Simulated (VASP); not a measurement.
A run of VASP 6.6.1:

Contents of INCAR:

```
  PREC = Accurate
  ENCUT = 520
  EDIFF = 1E-7
  ISMEAR = 0
  SIGMA = 0.15
  LREAL = False
  LASPH = True
  NELM = 100
  ALGO = Normal
  ISIF = 2
  LWAVE = False
  LCHARG = False
  GGA = PE
  NBANDS = 26
```

File KPOINTS:

```
regular mesh
0
Gamma
  6 6 1
```

Contents of POSCAR:

```
Be12Si
1.0
    4.5800000000      0.0000000000      0.0000000000
    2.2900000000      3.9663960000      0.0000000000
    0.0000000000      0.0000000000     16.5884300000
Be Si
12 1
Direct
    0.0000000000      0.0000000000      0.0602829804
    0.5000000000      0.0000000000      0.0602829804
    0.0000000000      0.5000000000      0.0602829804
    0.5000000000      0.5000000000      0.0602829804
   -0.1777877998      0.3357511454      0.1702125518
    0.3388330303      0.3306797909      0.1691342701
   -0.1681031669      0.8342286045      0.1655652765
    0.3356494812      0.8331770201      0.1712014941
   -0.0051841948      0.0029941539      0.2754282955
    0.5084260901     -0.0056469399      0.2840899350
   -0.0042415868      0.4945338287      0.2698085352
    0.4850947098      0.5086463883      0.2861468505
    0.9724756396      0.7248260133      0.3867511271
```

Potentials or basis: VASP PAW PBE potentials, release 64 (Be, Si).

Launch:

```sh
$ cat potpaw_PBE.64/Be/POTCAR potpaw_PBE.64/Si/POTCAR > POTCAR
$ mpirun -np 1 vasp_std > vasp.out
```

Hardware: 1 thread of AMD EPYC 9R45 96-Core Processor (Zen 5), on a shared host.

How long does it take, and how much memory?

Run time: 3.7 min on 1 thread of AMD EPYC 9R45 96-Core Processor (Zen 5) (shared host), peak memory 0.42 GiB. Counts: scf iterations 24, k points 20.
